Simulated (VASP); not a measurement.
**CdO2: single point with r2SCAN**

The system is CdO2.

```xyz
3
Lattice="3.4762 0.0000 0.0000 -1.7381 3.0105 0.0000 0.0000 0.0000 4.1481" Properties=species:S:1:pos:R:3 pbc="T T T"
Cd    0.0000    0.0000    0.0000
O     1.7381    1.0035    3.1350
O     0.0000    2.0070    1.0130
```

```json
{
  "Program": "VASP 6.6.1",
  "Task": "single point",
  "Functional": "r2SCAN",
  "Potentials or basis": "VASP PAW PBE potentials, release 64 (Cd, O)",
  "Cutoff": "520 eV",
  "k mesh": "9 × 9 × 7",
  "Occupations": "fermi-dirac, width 0.05 eV",
  "Spin": "no spin polarisation"
}
```

```
Pressure               : -8.4 GPa
Largest force          : 0.129 eV/Å
Band gap on the k mesh : zero (band 12 reaches -0.62 eV, above the bottom of band 13 at -1.55 eV)
```

Forces in eV/Å, atoms in the order of the input:
```
Cd   0.000  0.000  0.000
O    0.000  0.000  0.129
O    0.000  0.000 -0.129
```

Stress tensor (GPa, compression positive):
```
-8.37  0.00  0.00
 0.00 -8.37  0.00
 0.00  0.00 -8.47
```

Levels at points of the mesh, in eV from the Fermi level:
| k point | band 8 | band 9 | band 10 | band 11 | band 12 | band 13 | band 14 | band 15 | band 16 | band 17 |
| --- | --- | --- | --- | --- | --- | --- | --- | --- | --- | --- |
| (0.00, 0.00, 0.00) | -2.19 | -0.93 | -0.93 | -0.08 | -0.08 | 0.05 | 3.85 | 9.19 | 14.61 | 14.61 |

Run time: 77 s on 1 thread of Intel(R) Xeon(R) 6975P-C (Granite Rapids) (shared host), peak memory 0.2 GiB.

Caveat: the PAW data sets were made with another functional, which shifts forces and pressure a little.
